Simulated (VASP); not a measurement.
# NbH (I4/mmm) in VASP: further runs

The runs below take NbH through single point, with PBEsol.

All numbers are computed with VASP 6.6.1; they aren't measurements. Logs are shortened: lines on timing, memory, paths and dates and some standing lists are left out, and cuts for length are marked.

## Step 1: The cell of the first run

Symmetry: I4/mmm, No. 139, tetragonal system. Conventional cell: a = 3.103 Å, b = 3.103 Å, c = 3.832 Å, α = 90.00°, β = 90.00°, γ = 90.00°. Within 2.5 Å of Nb (site symmetry 4/mmm) lie 6 H at 1.92 to 2.19 Å. Within 2.5 Å of H (site symmetry 4/mmm) lie 6 Nb at 1.92 to 2.19 Å.

## Step 2: Single point, PBEsol

File INCAR:

```
PREC = Accurate ; ENCUT = 500
EDIFF = 1E-6 ; ISMEAR = 1
SIGMA = 0.1 ; LREAL = False
LASPH = True ; NELM = 120
ALGO = Normal ; ISIF = 2
LWAVE = False ; LCHARG = True
GGA = PS ; LELF = True
LVHAR = True ; NBANDS = 14
GGA_COMPAT = False
```

File KPOINTS:

```
regular mesh
0
Gamma
  10 10 10
```

File POSCAR:

```
NbH
1.0
   -1.5515066834      1.5515066834      1.9158215514
    1.5515066834     -1.5515066834      1.9158215514
    1.5515066834      1.5515066834     -1.9158215514
Nb H
1 1
Direct
    0.0000000000      0.0000000000      0.0000000000
    0.5000000000      0.5000000000      0.0000000000
```

Potentials or basis: VASP PAW PBE potentials, release 64 (Nb_sv, H).

The run is started by

```bash
> cat potpaw_PBE.64/Nb_sv/POTCAR potpaw_PBE.64/H/POTCAR > POTCAR
> mpirun -np 1 vasp_std > vasp.out
```

OUTCAR:

```text
PREC = Accurate
   ENCUT = 500
   EDIFF = 1E-6
   ISMEAR = 1
   LREAL = False
   LASPH = True
   NELM = 120
   ISIF = 2
   GGA = PS

 ion  position               nearest neighbor table
   1  0.000  0.000  0.000-   2 1.92   2 1.92
   2  0.500  0.500  0.000-   1 1.92   1 1.92

  LATTYP: Found a body centered tetragonal cell.
 ALAT       =     3.1030133668
 C/A-ratio  =     1.2348135989

  Lattice vectors:

 A1 = (  -1.5515066834,   1.5515066834,   1.9158215514)
 A2 = (   1.5515066834,  -1.5515066834,   1.9158215514)
 A3 = (   1.5515066834,   1.5515066834,  -1.9158215514)

Analysis of symmetry for initial positions (statically):
=====================================================================
 Subroutine PRICEL returns:
 Original cell was already a primitive cell.

 Routine SETGRP: Setting up the symmetry group for a
 body centered tetragonal supercell.

 Subroutine GETGRP returns: Found 16 space group operations
 (whereof 16 operations were pure point group operations)
 out of a pool of 16 trial point group operations.

The static configuration has the point symmetry D_4h.

Analysis of symmetry for dynamics (positions and initial velocities):
=====================================================================
 Subroutine PRICEL returns:
 Original cell was already a primitive cell.

 Routine SETGRP: Setting up the symmetry group for a
 body centered tetragonal supercell.

 Subroutine GETGRP returns: Found 16 space group operations
 (whereof 16 operations were pure point group operations)
 out of a pool of 16 trial point group operations.

The dynamic configuration has the point symmetry D_4h.

 Subroutine INISYM returns: Found 16 space group operations
 (whereof 16 operations are pure point group operations),
 and found     1 'primitive' translations

----------------------------------------------------------------------------------------

                                     Primitive cell

  volume of cell :      18.4469

  direct lattice vectors                    reciprocal lattice vectors
    -1.551506683  1.551506683  1.915821551     0.000000000  0.322267384  0.260984641
     1.551506683 -1.551506683  1.915821551     0.322267384  0.000000000  0.260984641
     1.551506683  1.551506683 -1.915821551     0.322267384  0.322267384  0.000000000

  length of vectors
     2.912853960  2.912853960  2.912853960     0.414691753  0.414691753  0.455754905

  position of ions in fractional coordinates (direct lattice)
[... 90 lines left out ...]
   NELECT =      14.0000    total number of electrons
   NUPDOWN=      -1.0000    fix difference up-down
   EMIN   =  10.00;   EMAX   =-10.00  energy-range for DOS
   EFERMI =   0.00;   METHOD = LEGACY
   ISMEAR =     1;   SIGMA  =   0.10  broadening in eV -4-tet -1-fermi 0-gaus
   EFERMI_NEDOS =   21; number of points for ismear=-14 and -15
   IALGO  =     38    algorithm
   IMIX   =      4    mixing-type and parameters
     AMIX     =   0.40;   BMIX     =  1.00
     AMIX_MAG =   1.60;   BMIX_MAG =  1.00
  volume/ion in A,a.u.               =       9.22        62.24
  Fermi-wavevector in a.u.,A,eV,Ry     =   1.493287  2.821904 30.339729  2.229907
  Thomas-Fermi vector in A             =   2.605707
   LORBIT       =      0    0 simple, 1 ext, 2 COOP (PROOUT), +10 PAW based schemes
   GGA     = PS    functional components
   LHFCALC =     F    Hartree Fock is set to
   AEXX    =    0.0000 exact exchange contribution
   IVDW    =     0    specifies the selected vdW correction
   LEPSILON=     F    determine dielectric tensor
   LRPA    =     F    only Hartree local field effects (RPA)
 non-spin polarized calculation
 Methfessel and Paxton  Order N= 1 SIGMA  =   0.10
  energy-cutoff  :      500.00
  volume of cell :       18.45
 maximum number of plane-waves:       479
 NGX is ok and might be reduce to    24
   NGX = 11   NGY = 11   NGZ = 11

 number of electron      14.0000002 magnetization

 Free energy of the ion-electron system (eV)
  ---------------------------------------------------
  ext. energy  EPLUGINS =         0.00000000
  ---------------------------------------------------
  free energy    TOTEN  =       -14.59240369 eV

  energy without entropy =      -14.59179452  energy(sigma->0) =      -14.59220064

 E-fermi :  12.4196     XC(G=0): -13.0627

 val. band max:       12.4062335453   @ k =  -0.2000   0.4000   0.1000
 cond. band min:      12.4398761004   @ k =   0.4000  -0.0000   0.0000
 fundamental gap:      0.0336425551
 Fermi energy:        12.4196325423

 k-point     1 :       0.0000    0.0000    0.0000
  band No.  band energies     occupation
      1     -42.5469      2.00000
      2     -18.0057      2.00000
      3     -17.9310      2.00000
      4     -17.9310      2.00000
      5       2.2729      2.00000
      6      11.5451      2.00000
      7      11.5451      2.00000
      8      13.0740     -0.00000
      9      13.4213     -0.00000
     10      14.4613      0.00000
     11      23.2886      0.00000
     12      23.8819      0.00000
     13      25.0557      0.00000
     14      25.0557      0.00000
[... 377 lines left out ...]
      1     -42.2763      2.00000
      2     -19.0096      2.00000
      3     -18.7422      2.00000
      4     -18.1935      2.00000
      5       5.2804      2.00000
      6       9.3299      2.00000
      7      11.1853      2.00000
      8      13.7659     -0.00000
      9      16.1385      0.00000
     10      18.2210      0.00000
     11      20.8008      0.00000
     12      21.9909      0.00000
     13      26.8344      0.00000
     14      28.9245      0.00000

 [... further k-points ...]

------------------------ aborting loop because EDIFF is reached ----------------------------------------

  FORCE on cell =-STRESS in cart. coord.  units (eV):
  Direction    XX          YY          ZZ          XY          YZ          ZX
  --------------------------------------------------------------------------------------
  -------------------------------------------------------------------------------------
  Total        1.6356038      1.6356038      1.7059044      0.0000000      0.0000000      0.0000000
  in kB      142.0582096    142.0582096    148.1640791      0.0000000      0.0000000      0.0000000
  external PRESSURE =     144.0934994 kB  Pullay stress =       0.0000000 kB

 VOLUME and BASIS-vectors are now :
 -----------------------------------------------------------------------------
  energy-cutoff  :      500.00
  volume of cell :       18.45
      direct lattice vectors                 reciprocal lattice vectors
    -1.551506683  1.551506683  1.915821551     0.000000000  0.322267384  0.260984641
     1.551506683 -1.551506683  1.915821551     0.322267384  0.000000000  0.260984641
     1.551506683  1.551506683 -1.915821551     0.322267384  0.322267384  0.000000000

 POSITION                                       TOTAL-FORCE (eV/Angst)
 -----------------------------------------------------------------------------------
      0.00000      0.00000      0.00000        -0.000000      0.000000     -0.000000
      0.00000      0.00000      1.91582         0.000000     -0.000000      0.000000
 -----------------------------------------------------------------------------------
    total drift:                               -0.000000      0.000000      0.000000

  FREE ENERGIE OF THE ION-ELECTRON SYSTEM (eV)
  ---------------------------------------------------
  free  energy   TOTEN  =       -14.5924036947 eV

  energy  without entropy=      -14.5917945236  energy(sigma->0) =      -14.59220064
```

OSZICAR:

```text
N       E                     dE             d eps       ncg     rms          rms(c)
DAV:   1     0.115097972049E+03    0.11510E+03   -0.76433E+03  2856   0.101E+03
DAV:   2    -0.111780902360E+02   -0.12628E+03   -0.11987E+03  3234   0.357E+02
DAV:   3    -0.151712838531E+02   -0.39932E+01   -0.38379E+01  4016   0.572E+01
DAV:   4    -0.154233417718E+02   -0.25206E+00   -0.25145E+00  3776   0.132E+01
DAV:   5    -0.154320624915E+02   -0.87207E-02   -0.87199E-02  4160   0.200E+00    0.922E+00
DAV:   6    -0.146794112871E+02    0.75265E+00   -0.76331E-01  4612   0.108E+01    0.316E+00
DAV:   7    -0.145899942547E+02    0.89417E-01   -0.20951E-01  4878   0.513E+00    0.942E-01
DAV:   8    -0.145923842240E+02   -0.23900E-02   -0.16527E-02  3090   0.149E+00    0.121E-01
DAV:   9    -0.145924045295E+02   -0.20306E-04   -0.16101E-03  4580   0.372E-01    0.482E-02
DAV:  10    -0.145924117859E+02   -0.72564E-05   -0.34494E-05  3210   0.624E-02    0.235E-02
DAV:  11    -0.145924038347E+02    0.79512E-05   -0.82406E-06  4074   0.371E-02    0.486E-03
DAV:  12    -0.145924036947E+02    0.13996E-06   -0.75345E-07  2310   0.964E-03
   1 F= -.14592404E+02 E0= -.14592201E+02  d E =-.609171E-03
```

It used 23 s of CPU time on 1 thread of AMD EPYC 7R13 Processor (Zen 3), on a shared host.

Results:

| Property | Result |
| --- | --- |
| Free energy | -14.5924 eV |
| Pressure | 14.4 GPa |
| Band gap on the k mesh | zero (band 7 reaches 16.63 eV, above the bottom of band 8 at 11.93 eV) |

Caveat: the PAW data sets were made with another functional, which shifts forces and pressure a little.

## Step 3: Single point, PBEsol

This run uses another cell than the first one, of 9.48 Å³/atom, 1.028 times its volume.

File INCAR:

```
  PREC = Accurate
  ENCUT = 500
  EDIFF = 1E-6
  ISMEAR = 1
  SIGMA = 0.1
  LREAL = False
  LASPH = True
  NELM = 120
  ALGO = Normal
  ISIF = 2
  LWAVE = False
  LCHARG = False
  GGA = PS
  NBANDS = 14
  GGA_COMPAT = False
```

File KPOINTS:

```
Automatic mesh
0
Gamma
  10 10 10
```

File POSCAR:

```
NbH
1.0
   -1.5657414848      1.5657414848      1.9333988777
    1.5657414848     -1.5657414848      1.9333988777
    1.5657414848      1.5657414848     -1.9333988777
Nb H
1 1
Direct
    0.0000000000      0.0000000000      0.0000000000
    0.5000000000      0.5000000000      0.0000000000
```

Potentials or basis: VASP PAW PBE potentials, release 64 (Nb_sv, H).

The run is started by

```bash
> cat potpaw_PBE.64/Nb_sv/POTCAR potpaw_PBE.64/H/POTCAR > POTCAR
> mpirun -np 1 vasp_std > vasp.out
```

It used 21 s of CPU time on 1 thread of AMD EPYC 7R13 Processor (Zen 3) (shared host).

Results (log left out):

| Property | Result |
| --- | --- |
| Free energy | -14.6283 eV |
| Pressure | 7.6 GPa |
| Band gap on the k mesh | zero (band 7 reaches 16.08 eV, above the bottom of band 8 at 11.56 eV) |

Stress tensor (GPa, compression positive):
```
7.38 0.00 0.00
0.00 7.38 0.00
0.00 0.00 7.96
```

Levels at points of the mesh, in eV from the Fermi level:
```tsv
k point	band 5	band 6	band 7	band 8	band 9	band 10
(0.00, 0.00, 0.00)	-10.02	-0.84	-0.84	0.64	0.97	1.97
(0.50, 0.00, 0.00)	-4.92	-4.75	-1.83	-0.17	3.49	4.65
(0.50, 0.50, 0.00)	-8.67	-3.65	1.55	3.39	4.04	5.30
(0.50, 0.50, 0.50)	-8.76	-4.10	4.05	4.09	4.75	4.75
```

Caveat: the PAW data sets were made with another functional, which shifts forces and pressure a little.

## Step 4: Single point, PBEsol

This run uses another cell than the first one, of 9.74 Å³/atom, 1.056 times its volume.

File INCAR:

```
SYSTEM = NbH
PREC = Accurate ; ENCUT = 500
EDIFF = 1E-6 ; ISMEAR = 1
SIGMA = 0.1 ; LREAL = .False.
LASPH = .True. ; NELM = 120
ALGO = Normal ; ISIF = 2
LWAVE = .False. ; LCHARG = .True.
GGA = PS ; LELF = .True.
LVHAR = .True. ; NBANDS = 14
GGA_COMPAT = .False.
```

File KPOINTS:

```
Automatic mesh
0
Gamma
  10 10 10
  0 0 0
```

File POSCAR:

```
NbH
1.0
   -1.5797220593      1.5797220593      1.9506622811
    1.5797220593     -1.5797220593      1.9506622811
    1.5797220593      1.5797220593     -1.9506622811
Nb H
1 1
Direct
    0.0000000000      0.0000000000      0.0000000000
    0.5000000000      0.5000000000      0.0000000000
```

The run is started by

```bash
> cat potpaw_PBE.64/Nb_sv/POTCAR potpaw_PBE.64/H/POTCAR > POTCAR
> mpirun -np 1 vasp_std > vasp.out
```

It used 22 s of CPU time on 1 thread of AMD EPYC 7R13 Processor (Zen 3), on a shared host.

It converged, with:

```
Free energy            : -14.6436 eV
Pressure               : 1.6 GPa
Band gap on the k mesh : zero (band 7 reaches 15.56 eV, above the bottom of band 8 at 11.21 eV)
```

Stress tensor (GPa, compression positive):
```
1.43 0.00 0.00
0.00 1.43 0.00
0.00 0.00 1.91
```

Levels at points of the mesh, in eV from the Fermi level:
| k point | band 4 | band 5 | band 6 | band 7 | band 8 | band 9 | band 10 | band 11 |
| --- | --- | --- | --- | --- | --- | --- | --- | --- |
| (0.00, 0.00, 0.00) | -30.51 | -9.89 | -0.81 | -0.81 | 0.63 | 0.94 | 1.90 | 10.36 |
| (0.50, 0.00, 0.00) | -30.59 | -4.91 | -4.64 | -1.76 | -0.16 | 3.37 | 4.48 | 7.49 |
| (0.50, 0.50, 0.00) | -30.71 | -8.48 | -3.53 | 1.43 | 3.27 | 3.90 | 5.10 | 8.39 |
| (0.50, 0.50, 0.50) | -31.07 | -8.55 | -3.95 | 3.91 | 3.91 | 4.58 | 4.58 | 7.89 |

Caveat: the PAW data sets were made with another functional, which shifts forces and pressure a little.

## Step 5: Overview

```csv
cell,gap on the mesh (eV),pressure (GPa)
"a = 2.913 Å, angles 115.6, 115.6, 97.7°, 2 atoms",none,14.4
"a = 2.940 Å, angles 115.6, 115.6, 97.7°, 2 atoms",none,7.6
"a = 2.966 Å, angles 115.6, 115.6, 97.7°, 2 atoms",none,1.6
```

Alike in all rows: task single point; level PBEsol; potentials or basis VASP PAW PBE potentials, release 64 (Nb_sv, H); no spin polarisation; k mesh 10 × 10 × 10; cutoff (eV) 500; smearing methfessel-paxton 0.1 eV.

Caveats: the PAW data sets were made with another functional, which shifts forces and pressure a little.

Absolute energies hang on the potentials; compare differences alone.
